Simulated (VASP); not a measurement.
Write the native input for VASP 6.6.1 that does the following.

```yaml
Task: single point
Functional: PBEsol
Potentials_or_basis: VASP PAW PBE potentials, release 64 (Pb_d)
Cutoff: 520 eV
k_mesh: 9 × 9 × 3
Occupations: fermi-dirac, width 0.05 eV
Spin: no spin polarisation
Dipole_correction: no
Further_INCAR_settings: ALGO = Normal; EDIFF = 1e-06; NBANDS = 36
```

The structure of Pb lies in POSCAR:

```
Pb
1.0
    3.5007119655      0.0000000000      0.0000000000
   -1.7503559828      3.0317054935      0.0000000000
    0.0000000000      0.0000000000     11.4180902115
Pb
4
Direct
    0.6666666667      0.3333333333      0.7500000000
    0.0000000000      0.0000000000      0.5000000000
    0.3333333333      0.6666666667      0.2500000000
    0.0000000000      0.0000000000      0.0000000000
```

This cell differs from its parent crystal: volume scaled by 0.98.

The input as run:

INCAR

```
PREC     = Accurate       # precision mode
ENCUT    = 520            # plane-wave cutoff, eV
EDIFF    = 1E-6           # SCF threshold, eV
ISMEAR   = -1             # smearing method
SIGMA    = 0.05           # smearing width, eV
LREAL    = False          # projectors in reciprocal space
LASPH    = True           # aspherical terms in the spheres
NELM     = 80             # most SCF steps
ALGO     = Normal         # electronic algorithm
ISIF     = 2              # what is computed and relaxed
LWAVE    = False          # write WAVECAR
LCHARG   = True           # write CHGCAR
GGA      = PS             # functional
LELF     = True           # ELF
LVHAR    = True         
NBANDS   = 36             # bands
```

KPOINTS

```
regular mesh
0
Gamma
  9 9 3
```

Potentials or basis: VASP PAW PBE potentials, release 64 (Pb_d).

Run with:

```sh
$ cat potpaw_PBE.64/Pb_d/POTCAR > POTCAR
$ mpirun -np 1 vasp_std > vasp.out
```

It gave:

- Pressure: -0.7 GPa
- Band gap on the k mesh: zero (band 28 reaches 12.77 eV, above the bottom of band 29 at 5.02 eV)

Caveat: the PAW data sets were made with another functional, which shifts forces and pressure a little; spin-orbit coupling is left out, which moves the levels of the heavy elements.

Wall time 110 s on 1 thread of Intel Xeon 6975P-C, with other jobs on the host, peak memory 0.28 GiB.
